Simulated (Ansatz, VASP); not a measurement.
**K: VASP beside Ansatz**

```
CELL_PARAMETERS angstrom
0.00000 3.28700 3.28700
3.28700 0.00000 3.28700
3.28700 3.28700 0.00000
ATOMIC_POSITIONS crystal
K 0.00000 0.00000 0.00000
```

Alike in both runs: task single point; functional PBEsol; k mesh 12 × 12 × 12; occupations gaussian, width 0.1 eV; no spin polarisation.

|  | VASP | Ansatz |
| --- | --- | --- |
| version | VASP 6.6.1 | Ansatz 0.2.0 |
| potentials or method | VASP PAW PBE potentials, release 64 (K_sv), cutoff 520 eV | scalar-relativistic, plane waves, PAW |
| valence electrons in the cell | 9 | 9 |

```tsv
	VASP	Ansatz	Ansatz less VASP
gap on the k mesh at the Fermi level (eV)	none	none	-
pressure (GPa)	0.0	0.0	+0.01
```

VASP's potentials were made for PBE, not for PBEsol. A gap of «none» marks a metal or a gap that the smearing closes.
